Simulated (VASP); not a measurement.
Wanted: the native input for a VASP 6.6.1 run.

```yaml
Task: relaxation of cell and atoms
Functional: PBEsol
Potentials_or_basis: VASP PAW PBE potentials, release 64 (Rh_pv)
Cutoff: 500 eV
k_mesh: 9 × 9 × 5
Occupations: gaussian, width 0.05 eV
Spin: no spin polarisation
Target_pressure: 45 GPa
Dipole_correction: no
Further_INCAR_settings: ALGO = Normal; EDIFF = 1e-07; IBRION = 2; EDIFFG = -0.03; NSW = 60; ISIF = 3
```

The structure of Rh lies in POSCAR:

```
Rh
1.0
    2.7309790400      0.0000000000      0.0000000000
   -1.3654895200      2.3650972300      0.0000000000
    0.0000000000      0.0000000000      4.4284890000
Rh
2
Direct
    0.6666666675      0.3333333277      0.7500000000
    0.3333333304      0.6666666681      0.2500000000
```

These files were run (other wordings do the same):

INCAR

```
PREC = Accurate ; ENCUT = 500
EDIFF = 1E-7 ; ISMEAR = 0
SIGMA = 0.05 ; LREAL = False
LASPH = True ; NELM = 120
ALGO = Normal ; ISIF = 3
LWAVE = False ; LCHARG = False
GGA = PS ; IBRION = 2
NSW = 60 ; EDIFFG = -0.03
PSTRESS = 450.0 ; GGA_COMPAT = False
NELMIN = 4
```

KPOINTS

```
Automatic mesh
0
Gamma
  9 9 5
```

Potentials or basis: VASP PAW PBE potentials, release 64 (Rh_pv).

Launch:

```bash
$ cat potpaw_PBE.64/Rh_pv/POTCAR > POTCAR
$ mpirun -np 1 vasp_std > vasp.out
```

Results of the run:

| Quantity | Value |
| --- | --- |
| Relaxed volume | 12.08 Å³/atom |
| Relaxed cell | a = 2.579 Å, b = 2.579 Å, c = 4.194 Å, α = 90.00°, β = 90.00°, γ = 120.00° |
| Space group after relaxing (to 0.05 Å) | P6_3/mmc (No. 194) |
| Energy change on relaxing (the enthalpy is what falls) | +149.6 meV/atom |
| Ionic steps | 10 |
| Pressure after relaxing | 45.0 GPa |
| Band gap on the k mesh | zero (band 15 reaches 15.20 eV, above the bottom of band 16 at 12.58 eV) |

Caveat: the cell is relaxed towards a set pressure, so the enthalpy falls and the energy may rise; the volume moved by over 15 % at a fixed basis, so the end points are rough; the PAW data sets were made with another functional, which shifts forces and pressure a little.

Run time: 88 s on 1 thread of Intel Xeon 6975P-C, on a shared host, peak memory 0.15 GiB.
